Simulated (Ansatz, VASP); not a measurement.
**Two plane-wave programs on RbCl**

INCAR

```
SYSTEM = RbCl
PREC = Accurate
ENCUT = 500
EDIFF = 1E-6
ISMEAR = 0
SIGMA = 0.05
LREAL = .False.
LASPH = .True.
NELM = 120
ALGO = Normal
ISIF = 2
LWAVE = .False.
LCHARG = .False.
NBANDS = 15
GGA_COMPAT = .False.
```

Contents of KPOINTS:

```
Automatic mesh
0
Gamma
  6 6 6
  0 0 0
```

POSCAR

```
RbCl
1.0
    0.0000000000      3.2985550000      3.2985550000
    3.2740000000      0.0245550000      3.2740000000
    3.2740000000      3.2740000000      0.0245550000
Rb Cl
1 1
Direct
    0.0000000000      0.0000000000      0.0000000000
    0.5000000000      0.5000000000      0.5000000000
```

Input for Ansatz:

```yaml
crystal:
  lattice:
    - [0.0, 3.298555, 3.298555]
    - [3.274, 0.024555, 3.274]
    - [3.274, 3.274, 0.024555]
  atoms:
    - { symbol: Rb, position: [0.0, 0.0, 0.0] }
    - { symbol: Cl, position: [0.5, 0.5, 0.5] }
basis:
  ecutwfc: 420
kpoints:
  mp_grid: { grid: [6, 6, 6] }
hamiltonian:
  xc: lda
scf:
  occupations: { method: gaussian, width: 0.05 }
output:
  forces: true
  stress: true
  eigenvalues: true
```

Change from the starting cell: strain +0.0150 x Voigt [0, 0, 0, 1, 0, 0], atoms carried along.

Alike in both runs: task single point; functional LDA; k mesh 6 × 6 × 6; occupations gaussian, width 0.05 eV; no spin polarisation.

|  | VASP | Ansatz |
| --- | --- | --- |
| version | VASP 6.6.1 | Ansatz 0.2.0 |
| potentials or method | VASP PAW LDA potentials, release 64 (Rb_sv, Cl), cutoff 500 eV | scalar-relativistic, plane waves, PAW |
| valence electrons in the cell | 16 | 16 |

|  | VASP | Ansatz | Ansatz less VASP |
| --- | --- | --- | --- |
| gap on the k mesh at the Fermi level (eV) | 4.59 | 4.58 | -0.007 |
| least direct gap on the mesh (eV) | 4.59 | 4.58 | -0.007 |
| pressure (GPa) | -1.4 | -1.4 | -0.01 |
| traceless stress, the component that is largest in VASP (GPa) | -0.09 | -0.09 | -0.001 |

LDA's correlation is that of Perdew and Zunger in VASP and of Perdew and Wang (1992) in Ansatz.
